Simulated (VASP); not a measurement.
# Mo (Pm-3n) in VASP: notebook, part 2 of 2

VASP 6.6.1. The steps go on from the part before.

### Step 3. Single point, r2SCAN

POSCAR

```
Mo
1.0
    5.0252431713      0.0000000000      0.0000000000
    0.0000000000      5.0252431713      0.0000000000
    0.0000000000      0.0000000000      5.0252431713
Mo
8
Direct
    1.0000000000      1.0000000000      1.0000000000
    0.5000000000      0.5000000000      0.5000000000
    0.2500000000      0.0000000000      0.5000000000
    0.7500000000      1.0000000000      0.5000000000
    0.5000000000      0.2500000000      1.0000000000
    0.5000000000      0.7500000000      0.0000000000
    1.0000000000      0.5000000000      0.2500000000
    0.0000000000      0.5000000000      0.7500000000
```

INCAR.step1

```
SYSTEM = Mo
PREC = Accurate
ENCUT = 520
ISMEAR = -1
SIGMA = 0.1
LREAL = .FALSE.
LASPH = .TRUE.
NELM = 100
NBANDS = 66
GGA = PE
ALGO = Normal
EDIFF = 1E-4
LWAVE = .TRUE.
LCHARG = .FALSE.
```

INCAR.step2

```
SYSTEM = Mo
PREC = Accurate
ENCUT = 520
EDIFF = 1E-6
ISMEAR = -1
SIGMA = 0.1
LREAL = .FALSE.
LASPH = .TRUE.
NELM = 100
ALGO = Normal
ISIF = 2
LWAVE = .FALSE.
LCHARG = .TRUE.
METAGGA = R2SCAN
LMIXTAU = .TRUE.
LELF = .TRUE.
LVHAR = .TRUE.
NBANDS = 66
ISTART = 1
```

KPOINTS

```
regular mesh
0
G
  7 7 7
  0 0 0
```

Potentials or basis: VASP PAW PBE potentials, release 64 (Mo_sv).

Command:

```sh
$ cat potpaw_PBE.64/Mo_sv/POTCAR > POTCAR
$ cp INCAR.step1 INCAR
$ mpirun -np 1 vasp_std > vasp.out
$ cp INCAR.step2 INCAR
$ mpirun -np 1 vasp_std > vasp.out
```

OUTCAR:

```text
SYSTEM = Mo
   PREC = Accurate
   ENCUT = 520
   EDIFF = 1E-6
   ISMEAR = -1
   LREAL = .FALSE.
   LASPH = .TRUE.
   NELM = 100
   ISIF = 2
   METAGGA = R2SCAN
   ISTART = 1

 ion  position               nearest neighbor table
   1  0.000  0.000  0.000-   3 2.81   4 2.81   5 2.81   6 2.81   7 2.81   8 2.81   3 2.81   4 2.81
                             7 2.81   8 2.81   5 2.81   6 2.81
   2  0.500  0.500  0.500-   3 2.81   4 2.81   5 2.81   6 2.81   7 2.81   8 2.81   5 2.81   6 2.81
                             3 2.81   4 2.81   7 2.81   8 2.81
   3  0.250  0.000  0.500-   4 2.51   4 2.51   1 2.81   1 2.81   2 2.81   2 2.81   8 3.08   5 3.08
                             5 3.08   6 3.08   6 3.08   7 3.08   8 3.08   7 3.08
   4  0.750  0.000  0.500-   3 2.51   3 2.51   1 2.81   1 2.81   2 2.81   2 2.81   8 3.08   5 3.08
                             5 3.08   6 3.08   6 3.08   7 3.08   8 3.08   7 3.08
   5  0.500  0.250  0.000-   6 2.51   6 2.51   1 2.81   2 2.81   2 2.81   1 2.81   8 3.08   4 3.08
                             3 3.08   4 3.08   3 3.08   7 3.08   7 3.08   8 3.08
   6  0.500  0.750  0.000-   5 2.51   5 2.51   1 2.81   2 2.81   2 2.81   1 2.81   8 3.08   4 3.08
                             3 3.08   4 3.08   3 3.08   7 3.08   7 3.08   8 3.08
   7  0.000  0.500  0.250-   8 2.51   8 2.51   1 2.81   2 2.81   1 2.81   2 2.81   3 3.08   4 3.08
                             5 3.08   3 3.08   4 3.08   6 3.08   5 3.08   6 3.08
   8  0.000  0.500  0.750-   7 2.51   7 2.51   1 2.81   2 2.81   1 2.81   2 2.81   3 3.08   4 3.08
                             5 3.08   3 3.08   4 3.08   6 3.08   5 3.08   6 3.08

  LATTYP: Found a simple cubic cell.
 ALAT       =     5.0252431713

  Lattice vectors:

 A1 = (   5.0252431713,   0.0000000000,   0.0000000000)
 A2 = (   0.0000000000,   5.0252431713,   0.0000000000)
 A3 = (   0.0000000000,   0.0000000000,   5.0252431713)

Analysis of symmetry for initial positions (statically):
=====================================================================
 Subroutine PRICEL returns:
 Original cell was already a primitive cell.

 Routine SETGRP: Setting up the symmetry group for a
 simple cubic supercell.

 Subroutine GETGRP returns: Found 48 space group operations
 (whereof 24 operations were pure point group operations)
 out of a pool of 48 trial point group operations.

The static configuration has the point symmetry T_h .
 The point group associated with its full space group is O_h .

Analysis of symmetry for dynamics (positions and initial velocities):
=====================================================================
 Subroutine PRICEL returns:
 Original cell was already a primitive cell.

 Routine SETGRP: Setting up the symmetry group for a
 simple cubic supercell.

 Subroutine GETGRP returns: Found 48 space group operations
 (whereof 24 operations were pure point group operations)
 out of a pool of 48 trial point group operations.

The dynamic configuration has the point symmetry T_h .
 The point group associated with its full space group is O_h .

 Subroutine INISYM returns: Found 48 space group operations
 (whereof 24 operations are pure point group operations),
 and found     1 'primitive' translations

----------------------------------------------------------------------------------------

                                     Primitive cell

  volume of cell :     126.9028

  direct lattice vectors                    reciprocal lattice vectors
     5.025243171  0.000000000  0.000000000     0.198995345  0.000000000  0.000000000
     0.000000000  5.025243171  0.000000000     0.000000000  0.198995345  0.000000000
[... 58 lines left out ...]
  0.142857  0.142857  0.000000     12.000000
  0.285714  0.142857  0.000000     24.000000
[... 12 lines left out ...]
  0.428571  0.428571  0.285714     24.000000
  0.428571  0.428571  0.428571      8.000000
   k-points           NKPTS =     20   k-points in BZ     NKDIM =     20   number of bands    NBANDS=     66
   number of dos      NEDOS =    301   number of ions     NIONS =      8
   total plane-waves  NPLWV =  64000
   dimension x,y,z NGX =    40 NGY =   40 NGZ =   40
   dimension x,y,z NGXF=    80 NGYF=   80 NGZF=   80
   ions per type =               8
   NGX,Y,Z   is equivalent  to a cutoff of  13.23, 13.23, 13.23 a.u.
   NGXF,Y,Z  is equivalent  to a cutoff of  26.47, 26.47, 26.47 a.u.
 SYSTEM =  Mo
   PREC   = accura    normal or accurate (medium, high low for compatibility)
   ISTART =      1    job   : 0-new  1-cont  2-samecut
   ICHARG =      0    charge: 1-file 2-atom 10-const
   ISPIN  =      1    spin polarized calculation?
   LNONCOLLINEAR =      F non collinear calculations
   LSORBIT =      F    spin-orbit coupling
   LASPH  =      T    aspherical Exc in radial PAW
   ENCUT  =  520.0 eV  38.22 Ry    6.18 a.u.   9.34  9.34  9.34*2*pi/ulx,y,z
   NELM   =    100;   NELMIN=  2; NELMDL=  0     # of ELM steps
   EDIFF  = 0.1E-05   stopping-criterion for ELM
   LREAL  =      F    real-space projection
[... 7 lines left out ...]
   TEBEG  =    0.0;   TEEND  =   0.0 temperature during run
   PSTRESS=    0.0 pullay stress
   NELECT =     112.0000    total number of electrons
   NUPDOWN=      -1.0000    fix difference up-down
   EMIN   =  10.00;   EMAX   =-10.00  energy-range for DOS
   EFERMI =   0.00;   METHOD = LEGACY
   ISMEAR =    -1;   SIGMA  =   0.10  broadening in eV -4-tet -1-fermi 0-gaus
   EFERMI_NEDOS =   21; number of points for ismear=-14 and -15
   IALGO  =     38    algorithm
   IMIX   =      4    mixing-type and parameters
     AMIX     =   0.40;   BMIX     =  1.00
     AMIX_MAG =   1.60;   BMIX_MAG =  1.00
  volume/ion in A,a.u.               =      15.86       107.05
  Fermi-wavevector in a.u.,A,eV,Ry     =   1.570328  2.967490 33.551022  2.465931
  Thomas-Fermi vector in A             =   2.672078
   LORBIT       =      0    0 simple, 1 ext, 2 COOP (PROOUT), +10 PAW based schemes
   METAGGA = R2SCAN    functional components
   LHFCALC =     F    Hartree Fock is set to
   AEXX    =    0.0000 exact exchange contribution
   IVDW    =     0    specifies the selected vdW correction
   LEPSILON=     F    determine dielectric tensor
   LRPA    =     F    only Hartree local field effects (RPA)
 non-spin polarized calculation
  energy-cutoff  :      520.00
  volume of cell :      126.90
 maximum number of plane-waves:      3447
 NGX is ok and might be reduce to    40
   NGX = 19   NGY = 19   NGZ = 19

 number of electron     112.0000046 magnetization

 Free energy of the ion-electron system (eV)
  ---------------------------------------------------
  ext. energy  EPLUGINS =         0.00000000
  ---------------------------------------------------
  free energy    TOTEN  =      -207.81554573 eV

  energy without entropy =     -207.67423357  energy(sigma->0) =     -207.74488965

 E-fermi :  12.0609     XC(G=0): -14.5270

 val. band max:       12.0211623066   @ k =   0.4286   0.0000   0.0000
 cond. band min:      12.0835446708   @ k =   0.4286   0.4286   0.1429
 fundamental gap:      0.0623823642
 Fermi energy:        12.0608902766

 k-point     1 :       0.0000    0.0000    0.0000
  band No.  band energies     occupation
      1     -50.9561      2.00000
      2     -50.8175      2.00000
      3     -50.8175      2.00000
      4     -50.5458      2.00000
      5     -50.5458      2.00000
      6     -50.5458      2.00000
[... 1369 lines left out ...]
     65      14.4995      0.00000
     66      14.6587      0.00000

------------------------ aborting loop because EDIFF is reached ----------------------------------------

  FORCE on cell =-STRESS in cart. coord.  units (eV):
  Direction    XX          YY          ZZ          XY          YZ          ZX
  --------------------------------------------------------------------------------------
  -------------------------------------------------------------------------------------
  Total        1.1933593      1.1933593      1.1933593     -0.0000000     -0.0000000      0.0000000
  in kB       15.0664370     15.0664370     15.0664370     -0.0000000     -0.0000000      0.0000000
  external PRESSURE =      15.0664370 kB  Pullay stress =       0.0000000 kB

 VOLUME and BASIS-vectors are now :
 -----------------------------------------------------------------------------
  energy-cutoff  :      520.00
  volume of cell :      126.90
      direct lattice vectors                 reciprocal lattice vectors
     5.025243171  0.000000000  0.000000000     0.198995345  0.000000000  0.000000000
     0.000000000  5.025243171  0.000000000     0.000000000  0.198995345  0.000000000
     0.000000000  0.000000000  5.025243171     0.000000000  0.000000000  0.198995345

 POSITION                                       TOTAL-FORCE (eV/Angst)
 -----------------------------------------------------------------------------------
      0.00000      0.00000      0.00000         0.000000      0.000000      0.000000
      2.51262      2.51262      2.51262         0.000000      0.000000      0.000000
      1.25631      0.00000      2.51262        -0.000000     -0.000000      0.000000
      3.76893      0.00000      2.51262         0.000000      0.000000     -0.000000
      2.51262      1.25631      0.00000        -0.000000     -0.000000     -0.000000
      2.51262      3.76893      0.00000         0.000000      0.000000      0.000000
      0.00000      2.51262      1.25631        -0.000000     -0.000000      0.000000
      0.00000      2.51262      3.76893         0.000000     -0.000000     -0.000000
 -----------------------------------------------------------------------------------
    total drift:                                0.000000     -0.000000      0.000000

  FREE ENERGIE OF THE ION-ELECTRON SYSTEM (eV)
  ---------------------------------------------------
  free  energy   TOTEN  =      -207.8155457318 eV

  energy  without entropy=     -207.6742335749  energy(sigma->0) =     -207.74488965
```

It took 6.5 min on 1 thread of Intel Xeon Platinum 8259CL at 2.50GHz (Skylake/Cascade Lake), shared host; peak memory 0.31 GiB.

Results:

```yaml
Free_energy: -207.8155 eV
Pressure: 1.5 GPa
Band_gap_on_the_k_mesh: zero (bands 56 and 57 overlap by 0.69 eV)
```

Caveat: the PAW data sets were made with another functional, which shifts forces and pressure a little.

The gap in the log of VASP goes by the Fermi energy; the results here count the filled bands.